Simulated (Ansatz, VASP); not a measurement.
# GaN: VASP beside Ansatz

INCAR

```
SYSTEM = GaN
  PREC = Accurate
  ENCUT = 520
  EDIFF = 1E-7
  ISMEAR = 0
  SIGMA = 0.03
  LREAL = .False.
  LASPH = .True.
  NELM = 80
  ALGO = Normal
  ISIF = 2
  LWAVE = .False.
  LCHARG = .True.
  LELF = .True.
  LVHAR = .True.
  NBANDS = 16
```

File KPOINTS:

```
regular mesh
0
Gamma
  14 14 14
  0 0 0
```

File POSCAR:

```
GaN
1.0
    0.0186833063      2.1352350000      2.1352350000
    2.1539183062      0.0000000000      2.1539183062
    2.1352350000      2.1352350000      0.0186833063
Ga N
1 1
Direct
    0.0000000000      0.0000000000      0.0000000000
    0.5000000000      0.5000000000      0.5000000000
```

Input for Ansatz:

```yaml
crystal:
  lattice:
    - [0.0186833063, 2.135235, 2.135235]
    - [2.1539183062, 0.0, 2.1539183062]
    - [2.135235, 2.135235, 0.0186833063]
  atoms:
    - { symbol: Ga, position: [0.0, 0.0, 0.0] }
    - { symbol: "N", position: [0.5, 0.5, 0.5] }
basis:
  ecutwfc: 420
kpoints:
  mp_grid: { grid: [14, 14, 14] }
hamiltonian:
  xc: lda
scf:
  occupations: { method: gaussian, width: 0.03 }
output:
  forces: true
  stress: true
  eigenvalues: true
```

Change from the starting cell: strain +0.0175 x Voigt [0, 0, 0, 0, 1, 0], atoms carried along.

Alike in both runs: task single point; functional LDA; k mesh 14 × 14 × 14; occupations gaussian, width 0.03 eV; no spin polarisation.

```csv
,VASP,Ansatz
version,VASP 6.6.1,Ansatz 0.2.0
potentials or method,"VASP PAW LDA potentials, release 64 (Ga_d, N), cutoff 520 eV","scalar-relativistic, plane waves, PAW"
valence electrons in the cell,18,18
```

|  | VASP | Ansatz | Ansatz less VASP |
| --- | --- | --- | --- |
| gap on the k mesh at the Fermi level (eV) | 0.14 | 0.12 | -0.019 |
| least direct gap on the mesh (eV) | 2.33 | 2.30 | -0.028 |
| pressure (GPa) | -12.5 | -13.6 | -1.10 |
| traceless stress, the component that is largest in VASP (GPa) | -3.66 | -3.66 | -0.001 |

LDA's correlation is that of Perdew and Zunger in VASP and of Perdew and Wang (1992) in Ansatz.
